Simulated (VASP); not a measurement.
Mn, 1 atom in the cell. It takes space group P6/mmm (No. 191, hexagonal). Conventional cell: a = 2.393 Å, b = 2.393 Å, c = 2.067 Å, α = 90.00°, β = 90.00°, γ = 120.00°. Within 2.7 Å of Mn (site symmetry 6/mmm) lie 8 Mn at 2.07 to 2.39 Å. This isn't the form of Mn at room conditions, which is a 58-atom cubic cell.

```yaml
Program: VASP 6.6.1
Task: single point
Functional: PBE
Potentials_or_basis: VASP PAW PBE potentials, release 64 (Mn_pv)
Cutoff: 520 eV
k_mesh: 18 × 18 × 17
Occupations: fermi-dirac, width 0.08 eV
Spin: collinear spin, ferromagnetic start
Starting_moments: "[3.0] μB"
Dipole_correction: no
Further_INCAR_settings: ALGO = Normal; EDIFF = 1e-07; NBANDS = 16
```

Potentials or basis: VASP PAW PBE potentials, release 64 (Mn_pv).

Command:

```sh
$ cat potpaw_PBE.64/Mn_pv/POTCAR > POTCAR
$ mpirun -np 1 vasp_std > vasp.out
```

Hardware: 1 thread of Intel(R) Xeon(R) 6975P-C (Granite Rapids), on a shared host.

Question: How long does it take, and how much memory?

Answer: Run time: 40 s on 1 thread of Intel(R) Xeon(R) 6975P-C (Granite Rapids), on a shared host, peak memory 0.19 GiB. Counts: scf iterations 15, k points 333.
